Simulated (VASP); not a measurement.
**Pd: single point with PBEsol**

Pd:

```
CELL_PARAMETERS angstrom
4.41071 0.00000 0.00000
-2.20535 3.81979 0.00000
0.00000 0.00000 2.64959
ATOMIC_POSITIONS crystal
Pd 0.00000 0.00000 0.00000
Pd 0.33333 0.66667 0.50000
Pd 0.66667 0.33333 0.50000
```

```
Program                : VASP 6.6.1
Task                   : single point
Functional             : PBEsol
Potentials or basis    : VASP PAW PBE potentials, release 64 (Pd)
Cutoff                 : 520 eV
k mesh                 : 6 × 6 × 6
Occupations            : gaussian, width 0.1 eV
Spin                   : no spin polarisation
Dipole correction      : no
Further INCAR settings : ALGO = Normal; EDIFF = 1e-06; NBANDS = 22
```

- Pressure: -0.6 GPa
- Band gap on the k mesh: zero (band 15 reaches 10.26 eV, above the bottom of band 16 at 9.26 eV)

Stress tensor (GPa, compression positive):
```
-0.47  0.00  0.00
 0.00 -0.47  0.00
 0.00  0.00 -0.72
```

Levels at points of the mesh, in eV from the Fermi level:
```tsv
k point	band 13	band 14	band 15	band 16	band 17	band 18
(0.00, 0.00, 0.00)	-1.47	-1.47	0.22	0.22	7.60	7.60
(0.50, 0.00, 0.00)	-0.29	-0.26	-0.24	0.00	0.25	1.29
(0.00, 0.00, 0.50)	-0.13	-0.13	0.84	2.39	3.22	9.49
(0.50, 0.00, 0.50)	-0.35	0.13	0.52	2.92	3.25	6.59
```

Run time: 13 s on 1 thread of Intel(R) Xeon(R) 6975P-C (Granite Rapids) (shared host), peak memory 0.17 GiB.

Caveat: the k points lie up to 0.40 Å⁻¹ apart; the PAW data sets were made with another functional, which shifts forces and pressure a little.
